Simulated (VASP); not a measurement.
# WF2 (P4_2/mnm) in VASP: single point with r2SCAN+U

Aim: the single point of WF2 with r2SCAN+U.

Program: VASP 6.6.1. These are calculated values, not measurements. Logs are shortened: lines on timing, memory, paths and dates and some standing lists are left out, and cuts for length are marked.

## (1) The cell of the first run

Symmetry: P4_2/mnm, No. 136, tetragonal system. Conventional cell: a = 5.082 Å, b = 5.082 Å, c = 4.369 Å, α = 90.00°, β = 90.00°, γ = 90.00°. W (site symmetry mmm) has 6 F at 2.26 to 2.56 Å within 3.0 Å. Within 3.0 Å of F (site symmetry m2m) lie 3 W at 2.26 to 2.56 Å and 1 F at 2.67 Å.

## (2) Single point, r2SCAN+U

The input, POSCAR:

```
WF2
1.0
    5.0816382192      0.0000000000      0.0000000000
    0.0000000000      5.0816382192      0.0000000000
    0.0000000000      0.0000000000      4.3690709201
W F
2 4
Direct
    0.0000000000      0.0000000000      0.0000000000
    0.5000000000      0.5000000000      0.5000000000
    0.3140090322      0.3140090322      0.0000000000
    0.6859909678      0.6859909678      0.0000000000
    0.8140090322      0.1859909678      0.5000000000
    0.1859909678      0.8140090322      0.5000000000
```

The input, INCAR.step1:

```
SYSTEM = WF2
  ALGO = Normal
  EDIFF = 1E-4
  ENCUT = 520
  GGA = PE
  ISMEAR = 0
  LASPH = .True.
  LCHARG = .False.
  LDAU = .True.
  LDAUJ = 0 0
  LDAUL = 2 -1
  LDAUTYPE = 2
  LDAUU = 6.2 0
  LMAXMIX = 4
  LREAL = .False.
  LWAVE = .True.
  NBANDS = 37
  NELM = 150
  PREC = Accurate
  SIGMA = 0.01
```

The input, INCAR.step2:

```
SYSTEM = WF2
  ALGO = Normal
  EDIFF = 1E-6
  ENCUT = 520
  ISIF = 2
  ISMEAR = 0
  ISTART = 1
  LASPH = .True.
  LCHARG = .False.
  LDAU = .True.
  LDAUJ = 0 0
  LDAUL = 2 -1
  LDAUPRINT = 1
  LDAUTYPE = 2
  LDAUU = 6.2 0
  LMAXMIX = 4
  LMIXTAU = .True.
  LREAL = .False.
  LWAVE = .False.
  METAGGA = R2SCAN
  NBANDS = 37
  NELM = 150
  PREC = Accurate
  SIGMA = 0.01
```

The input, KPOINTS:

```
k-points
0
Gamma
  8 8 8
  0 0 0
```

Potentials or basis: VASP PAW PBE potentials, release 64 (W_sv, F).

Started as:

```console
$ cat potpaw_PBE.64/W_sv/POTCAR potpaw_PBE.64/F/POTCAR > POTCAR
$ cp INCAR.step1 INCAR
$ mpirun -np 1 vasp_std > vasp.out
$ cp INCAR.step2 INCAR
$ mpirun -np 1 vasp_std > vasp.out
```

OUTCAR:

```text
SYSTEM = WF2
   EDIFF = 1E-6
   ENCUT = 520
   ISIF = 2
   ISMEAR = 0
   ISTART = 1
   LASPH = .True.
   LREAL = .False.
   METAGGA = R2SCAN
   NELM = 150
   PREC = Accurate

 ion  position               nearest neighbor table
   1  0.000  0.000  0.000-   3 2.26   4 2.26   5 2.56   6 2.56   5 2.56   6 2.56
   2  0.500  0.500  0.500-   5 2.26   6 2.26   3 2.56   4 2.56   3 2.56   4 2.56
   3  0.314  0.314  0.000-   1 2.26   2 2.56   2 2.56
   4  0.686  0.686  0.000-   1 2.26   2 2.56   2 2.56
   5  0.814  0.186  0.500-   2 2.26   1 2.56   1 2.56
   6  0.186  0.814  0.500-   2 2.26   1 2.56   1 2.56

  LATTYP: Found a simple tetragonal cell.
 ALAT       =     5.0816382192
 C/A-ratio  =     0.8597760666

  Lattice vectors:

 A1 = (   5.0816382192,   0.0000000000,   0.0000000000)
 A2 = (   0.0000000000,   5.0816382192,   0.0000000000)
 A3 = (   0.0000000000,   0.0000000000,   4.3690709201)

Analysis of symmetry for initial positions (statically):
=====================================================================
 Subroutine PRICEL returns:
 Original cell was already a primitive cell.

 Routine SETGRP: Setting up the symmetry group for a
 simple tetragonal supercell.

 Subroutine GETGRP returns: Found 16 space group operations
 (whereof  8 operations were pure point group operations)
 out of a pool of 16 trial point group operations.

The static configuration has the point symmetry D_2h.
 The point group associated with its full space group is D_4h.

Analysis of symmetry for dynamics (positions and initial velocities):
=====================================================================
 Subroutine PRICEL returns:
 Original cell was already a primitive cell.

 Routine SETGRP: Setting up the symmetry group for a
 simple tetragonal supercell.

 Subroutine GETGRP returns: Found 16 space group operations
 (whereof  8 operations were pure point group operations)
 out of a pool of 16 trial point group operations.

The dynamic configuration has the point symmetry D_2h.
 The point group associated with its full space group is D_4h.

 Subroutine INISYM returns: Found 16 space group operations
 (whereof  8 operations are pure point group operations),
 and found     1 'primitive' translations

----------------------------------------------------------------------------------------

                                     Primitive cell

  volume of cell :     112.8227

  direct lattice vectors                    reciprocal lattice vectors
     5.081638219  0.000000000  0.000000000     0.196786933  0.000000000  0.000000000
     0.000000000  5.081638219  0.000000000     0.000000000  0.196786933  0.000000000
     0.000000000  0.000000000  4.369070920     0.000000000  0.000000000  0.228881613

  length of vectors
     5.081638219  5.081638219  4.369070920     0.196786933  0.196786933  0.228881613

  position of ions in fractional coordinates (direct lattice)
     0.000000000  0.000000000  0.000000000
     0.500000000  0.500000000  0.500000000
     0.314009032  0.314009032  0.000000000
     0.685990968  0.685990968  0.000000000
     0.814009032  0.185990968  0.500000000
     0.185990968  0.814009032  0.500000000

  ion indices of the primitive-cell ions
   primitive index   ion index
                 1           1
                 2           2
                 3           3
                 4           4
                 5           5
                 6           6

----------------------------------------------------------------------------------------

 KPOINTS: k-points

Automatic generation of k-mesh.
 Grid dimensions read from file:
 generate k-points for:    8    8    8

 Generating k-lattice:

  Cartesian coordinates                     Fractional coordinates (reciprocal lattice)
     0.024598367  0.000000000  0.000000000     0.125000000  0.000000000  0.000000000
     0.000000000  0.024598367  0.000000000     0.000000000  0.125000000  0.000000000
     0.000000000  0.000000000  0.028610202     0.000000000  0.000000000  0.125000000

  Length of vectors
[... 61 lines left out ...]
   ISIF   =      2    stress and relaxation
   ISYM   =      2    0-nonsym 1-usesym 2-fastsym
   POTIM  = 0.5000    time-step for ionic-motion
   TEBEG  =    0.0;   TEEND  =   0.0 temperature during run
   PSTRESS=    0.0 pullay stress
   NELECT =      56.0000    total number of electrons
   NUPDOWN=      -1.0000    fix difference up-down
   EMIN   =  10.00;   EMAX   =-10.00  energy-range for DOS
   EFERMI =   0.00;   METHOD = LEGACY
   ISMEAR =     0;   SIGMA  =   0.01  broadening in eV -4-tet -1-fermi 0-gaus
   EFERMI_NEDOS =   21; number of points for ismear=-14 and -15
   IALGO  =     38    algorithm
   IMIX   =      4    mixing-type and parameters
     AMIX     =   0.40;   BMIX     =  1.00
     AMIX_MAG =   1.60;   BMIX_MAG =  1.00
  volume/ion in A,a.u.               =      18.80       126.89
  Fermi-wavevector in a.u.,A,eV,Ry     =   1.296200  2.449463 22.859613  1.680134
  Thomas-Fermi vector in A             =   2.427671
   LORBIT       =      0    0 simple, 1 ext, 2 COOP (PROOUT), +10 PAW based schemes
 LDA+U is selected, type is set to LDAUTYPE =  2
   angular momentum for each species LDAUL =     2   -1
   U (eV)           for each species LDAUU =   6.2  0.0
   J (eV)           for each species LDAUJ =   0.0  0.0
   METAGGA = R2SCAN    functional components
   LHFCALC =     F    Hartree Fock is set to
   AEXX    =    0.0000 exact exchange contribution
   IVDW    =     0    specifies the selected vdW correction
   LEPSILON=     F    determine dielectric tensor
   LRPA    =     F    only Hartree local field effects (RPA)
 non-spin polarized calculation
 Gauss-broadening in eV      SIGMA  =   0.01
  energy-cutoff  :      520.00
  volume of cell :      112.82
 maximum number of plane-waves:      3069
 NGX is ok and might be reduce to    40
   NGX = 19   NGY = 19   NGZ = 17

atom =   1  type =  1  l = 2

 onsite density matrix

spin component  1

  0.4876  0.0000  0.3304  0.0000  0.0000
  0.0000  0.4294  0.0000  0.4051  0.0000
  0.3304  0.0000  0.3129  0.0000 -0.0000
  0.0000  0.4051  0.0000  0.4294  0.0000
  0.0000  0.0000 -0.0000  0.0000  0.0141

spin component  2

  0.4876  0.0000  0.3304  0.0000  0.0000
  0.0000  0.4294  0.0000  0.4051  0.0000
  0.3304  0.0000  0.3129  0.0000 -0.0000
  0.0000  0.4051  0.0000  0.4294  0.0000
  0.0000  0.0000 -0.0000  0.0000  0.0141

 occupancies and eigenvectors

  o =  0.0141  v =  0.0000  0.0000  0.0000  0.0000 -1.0000  0.0000  0.0000  0.0000  0.0000  0.0000      0.0000  0.0000  0.0000  0.0000  0.0000  0.0000  0.0000  0.0000  0.0000  0.0000
  o =  0.0141  v =  0.0000  0.0000  0.0000  0.0000  0.0000  0.0000  0.0000  0.0000  0.0000 -1.0000      0.0000  0.0000  0.0000  0.0000  0.0000  0.0000  0.0000  0.0000  0.0000  0.0000
  o =  0.0244  v =  0.0000  0.7071  0.0000 -0.7071  0.0000  0.0000  0.0000  0.0000  0.0000  0.0000      0.0000  0.0000  0.0000  0.0000  0.0000  0.0000  0.0000  0.0000  0.0000  0.0000
  o =  0.0244  v =  0.0000  0.0000  0.0000  0.0000  0.0000  0.0000  0.7071  0.0000 -0.7071  0.0000      0.0000  0.0000  0.0000  0.0000  0.0000  0.0000  0.0000  0.0000  0.0000  0.0000
  o =  0.0584  v =  0.0000  0.0000  0.0000  0.0000  0.0000 -0.6101  0.0000  0.7923  0.0000  0.0000      0.0000  0.0000  0.0000  0.0000  0.0000  0.0000  0.0000  0.0000  0.0000  0.0000
  o =  0.0584  v = -0.6101  0.0000  0.7923  0.0000  0.0000  0.0000  0.0000  0.0000  0.0000  0.0000      0.0000  0.0000  0.0000  0.0000  0.0000  0.0000  0.0000  0.0000  0.0000  0.0000
  o =  0.7420  v = -0.7923  0.0000 -0.6101  0.0000 -0.0000  0.0000  0.0000  0.0000  0.0000  0.0000      0.0000  0.0000  0.0000  0.0000  0.0000  0.0000  0.0000  0.0000  0.0000  0.0000
  o =  0.7420  v =  0.0000  0.0000  0.0000  0.0000  0.0000 -0.7923  0.0000 -0.6101  0.0000 -0.0000      0.0000  0.0000  0.0000  0.0000  0.0000  0.0000  0.0000  0.0000  0.0000  0.0000
  o =  0.8345  v =  0.0000  0.0000  0.0000  0.0000  0.0000  0.0000  0.7071  0.0000  0.7071  0.0000      0.0000  0.0000  0.0000  0.0000  0.0000  0.0000  0.0000  0.0000  0.0000  0.0000
  o =  0.8345  v =  0.0000  0.7071  0.0000  0.7071  0.0000  0.0000  0.0000  0.0000  0.0000  0.0000      0.0000  0.0000  0.0000  0.0000  0.0000  0.0000  0.0000  0.0000  0.0000  0.0000

atom =   2  type =  1  l = 2

 onsite density matrix

spin component  1

  0.4876  0.0000 -0.3304  0.0000 -0.0000
  0.0000  0.4294  0.0000 -0.4051  0.0000
 -0.3304  0.0000  0.3129  0.0000  0.0000
  0.0000 -0.4051  0.0000  0.4294  0.0000
 -0.0000  0.0000  0.0000  0.0000  0.0141

spin component  2

  0.4876  0.0000 -0.3304  0.0000 -0.0000
  0.0000  0.4294  0.0000 -0.4051  0.0000
 -0.3304  0.0000  0.3129  0.0000  0.0000
  0.0000 -0.4051  0.0000  0.4294  0.0000
 -0.0000  0.0000  0.0000  0.0000  0.0141

 occupancies and eigenvectors

  o =  0.0141  v = -0.0000 -0.0000 -0.0000 -0.0000  1.0000  0.0000  0.0000  0.0000  0.0000  0.0000      0.0000  0.0000  0.0000  0.0000  0.0000  0.0000  0.0000  0.0000  0.0000  0.0000
  o =  0.0141  v =  0.0000  0.0000  0.0000  0.0000  0.0000 -0.0000 -0.0000 -0.0000 -0.0000  1.0000      0.0000  0.0000  0.0000  0.0000  0.0000  0.0000  0.0000  0.0000  0.0000  0.0000
  o =  0.0244  v = -0.0000  0.7071 -0.0000  0.7071 -0.0000  0.0000  0.0000  0.0000  0.0000  0.0000      0.0000  0.0000  0.0000  0.0000  0.0000  0.0000  0.0000  0.0000  0.0000  0.0000
  o =  0.0244  v =  0.0000  0.0000  0.0000  0.0000  0.0000 -0.0000  0.7071 -0.0000  0.7071 -0.0000      0.0000  0.0000  0.0000  0.0000  0.0000  0.0000  0.0000  0.0000  0.0000  0.0000
  o =  0.0584  v =  0.0000  0.0000  0.0000  0.0000  0.0000 -0.6101 -0.0000 -0.7923 -0.0000 -0.0000      0.0000  0.0000  0.0000  0.0000  0.0000  0.0000  0.0000  0.0000  0.0000  0.0000
  o =  0.0584  v = -0.6101 -0.0000 -0.7923 -0.0000 -0.0000  0.0000  0.0000  0.0000  0.0000  0.0000      0.0000  0.0000  0.0000  0.0000  0.0000  0.0000  0.0000  0.0000  0.0000  0.0000
  o =  0.7420  v = -0.7923 -0.0000  0.6101  0.0000  0.0000  0.0000  0.0000  0.0000  0.0000  0.0000      0.0000  0.0000  0.0000  0.0000  0.0000  0.0000  0.0000  0.0000  0.0000  0.0000
  o =  0.7420  v =  0.0000  0.0000  0.0000  0.0000  0.0000 -0.7923 -0.0000  0.6101  0.0000  0.0000      0.0000  0.0000  0.0000  0.0000  0.0000  0.0000  0.0000  0.0000  0.0000  0.0000
  o =  0.8345  v = -0.0000  0.7071  0.0000 -0.7071  0.0000  0.0000  0.0000  0.0000  0.0000  0.0000      0.0000  0.0000  0.0000  0.0000  0.0000  0.0000  0.0000  0.0000  0.0000  0.0000
  o =  0.8345  v =  0.0000  0.0000  0.0000  0.0000  0.0000 -0.0000  0.7071  0.0000 -0.7071  0.0000      0.0000  0.0000  0.0000  0.0000  0.0000  0.0000  0.0000  0.0000  0.0000  0.0000

 number of electron      56.0000045 magnetization

 Free energy of the ion-electron system (eV)
  ---------------------------------------------------
  ext. energy  EPLUGINS =         0.00000000
  ---------------------------------------------------
  free energy    TOTEN  =      -109.29457253 eV

  energy without entropy =     -109.29457253  energy(sigma->0) =     -109.29457253

 E-fermi :   1.8039     XC(G=0):  -9.4975

 val. band max:        1.6505013228   @ k =   0.5000   0.0000   0.5000
 cond. band min:       2.5600530625   @ k =   0.0000   0.0000   0.0000
 fundamental gap:      0.9095517397
 Fermi energy:         1.8039360856

 k-point     1 :       0.0000    0.0000    0.0000
  band No.  band energies     occupation
      1     -73.7420      2.00000
      2     -73.7416      2.00000
      3     -37.3597      2.00000
      4     -37.3597      2.00000
      5     -37.3415      2.00000
      6     -37.3415      2.00000
[... 949 lines left out ...]
     36       7.5975      0.00000
     37       8.8642      0.00000

 [... further k-points ...]
[... 5 lines left out ...]
  --------------------------------------------------------------------------------------
  -------------------------------------------------------------------------------------
  Total       -8.5043561     -8.5043561    -16.4936974     -0.0000000      0.0000000      0.0000000
  in kB     -120.7689916   -120.7689916   -234.2243410     -0.0000000      0.0000000      0.0000000
  external PRESSURE =    -158.5874414 kB  Pullay stress =       0.0000000 kB

 VOLUME and BASIS-vectors are now :
 -----------------------------------------------------------------------------
  energy-cutoff  :      520.00
  volume of cell :      112.82
      direct lattice vectors                 reciprocal lattice vectors
     5.081638219  0.000000000  0.000000000     0.196786933  0.000000000  0.000000000
     0.000000000  5.081638219  0.000000000     0.000000000  0.196786933  0.000000000
     0.000000000  0.000000000  4.369070920     0.000000000  0.000000000  0.228881613

 POSITION                                       TOTAL-FORCE (eV/Angst)
 -----------------------------------------------------------------------------------
      0.00000      0.00000      0.00000         0.000000      0.000000      0.000000
      2.54082      2.54082      2.18454         0.000000      0.000000      0.000000
      1.59568      1.59568      0.00000        -0.180566     -0.180566      0.000000
      3.48596      3.48596      0.00000         0.180566      0.180566      0.000000
      4.13650      0.94514      2.18454        -0.180566      0.180566      0.000000
      0.94514      4.13650      2.18454         0.180566     -0.180566      0.000000
 -----------------------------------------------------------------------------------
    total drift:                               -0.000000      0.000000      0.000000

  FREE ENERGIE OF THE ION-ELECTRON SYSTEM (eV)
  ---------------------------------------------------
  free  energy   TOTEN  =      -109.2945725282 eV

  energy  without entropy=     -109.2945725282  energy(sigma->0) =     -109.29457253
```

Wall time 28 min (1 thread of Oxide Virtual Turin-like, shared host); peak memory 0.36 GiB.

Results:

* Free energy: -109.2946 eV
* Pressure: -15.9 GPa
* Largest force: 0.255 eV/Å
* Band gap on the k mesh: 0.91 eV (least direct gap 1.25 eV)

Forces on the atoms (eV/Å):
```
W    0.000  0.000  0.000
W    0.000  0.000  0.000
F   -0.181 -0.181  0.000
F    0.181  0.181  0.000
F   -0.181  0.181  0.000
F    0.181 -0.181  0.000
```

Stress tensor (GPa, compression positive):
```
-12.08   0.00   0.00
  0.00 -12.08   0.00
  0.00   0.00 -23.42
```

Eigenvalues of the final occupation matrices:
| site | spin | trace | eigenvalues |
| --- | --- | --- | --- |
| site 1 d | 1 | 1.67 | 0.01 0.02 0.06 0.74 0.83 |
| site 1 d | 2 | 1.67 | 0.01 0.02 0.06 0.74 0.83 |
| site 2 d | 1 | 1.67 | 0.01 0.02 0.06 0.74 0.83 |
| site 2 d | 2 | 1.67 | 0.01 0.02 0.06 0.74 0.83 |

Caveat: the stress differs along the axes, from -23 to -12 GPa; the PAW data sets were made with another functional, which shifts forces and pressure a little; spin-orbit coupling is left out, which moves the levels of the heavy elements. A k mesh can miss the band edges.
